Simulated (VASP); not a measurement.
A run of VASP 6.6.1 is set up as follows.

File POSCAR:

```
MgO
1.0
    0.0000000000      2.0889760915      2.0889760915
    2.0889760915      0.0000000000      2.0889760915
    2.0889760915      2.0889760915      0.0000000000
Mg O
1 1
Direct
    0.0000000000      0.0000000000      0.0000000000
    0.5000000000      0.5000000000      0.5000000000
```

INCAR.step1

```
SYSTEM = MgO
PREC = Accurate ; ENCUT = 520
EDIFF = 1E-5 ; ISMEAR = -1
SIGMA = 0.05 ; LREAL = .False.
LASPH = .True. ; NELM = 80
ALGO = Normal ; ISIF = 2
LWAVE = .True. ; LCHARG = .False.
NBANDS = 11 ; GGA = PE
```

File INCAR.step2:

```
SYSTEM = MgO
PREC = Accurate ; ENCUT = 520
EDIFF = 1E-6 ; ISMEAR = -1
SIGMA = 0.05 ; LREAL = .False.
LASPH = .True. ; NELM = 80
ALGO = Normal ; ISIF = 2
LWAVE = .False. ; LCHARG = .False.
GGA = PE ; LHFCALC = .True.
HFSCREEN = 0.2079 ; PRECFOCK = Normal
NBANDS = 11 ; ISTART = 1
```

Contents of KPOINTS:

```
Automatic mesh
0
Gamma
  4 4 4
  0 0 0
```

Potentials or basis: VASP PAW PBE potentials, release 64 (Mg, O).

The run is started by

```console
$ cat potpaw_PBE.64/Mg/POTCAR potpaw_PBE.64/O/POTCAR > POTCAR
$ cp INCAR.step1 INCAR
$ mpirun -np 1 vasp_std > vasp.out
$ cp INCAR.step2 INCAR
$ mpirun -np 1 vasp_std > vasp.out
```

Task: What does it give for the pressure?

Result: 2.6 GPa.

Task: What does it give for the band gap on the k mesh?

Result: 6.72 eV.

Caveat: the k points lie up to 0.65 Å⁻¹ apart; the PAW data sets were made with another functional, which shifts forces and pressure a little.
